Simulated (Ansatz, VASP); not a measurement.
**MgO in VASP and in Ansatz**

```
CELL_PARAMETERS angstrom
0.00000 2.19443 2.19443
2.19443 0.00000 2.19443
2.19443 2.19443 0.00000
ATOMIC_POSITIONS crystal
Mg 0.00000 0.00000 0.00000
O 0.50000 0.50000 0.50000
```

Alike in both runs: task single point; functional PBE; k mesh 7 × 7 × 7; occupations fermi-dirac, width 0.0134 eV; no spin polarisation.

```csv
,VASP,Ansatz
version,VASP 6.6.1,Ansatz 0.2.0
potentials or method,"VASP PAW PBE potentials, release 64 (Mg_sv, O), cutoff 840 eV",PAW plane waves
valence electrons in the cell,16,16
```

|  | VASP | Ansatz | Ansatz less VASP |
| --- | --- | --- | --- |
| gap on the k mesh at the Fermi level (eV) | 3.63 | 3.64 | +0.004 |
| pressure (GPa) | -11.6 | -11.5 | +0.10 |
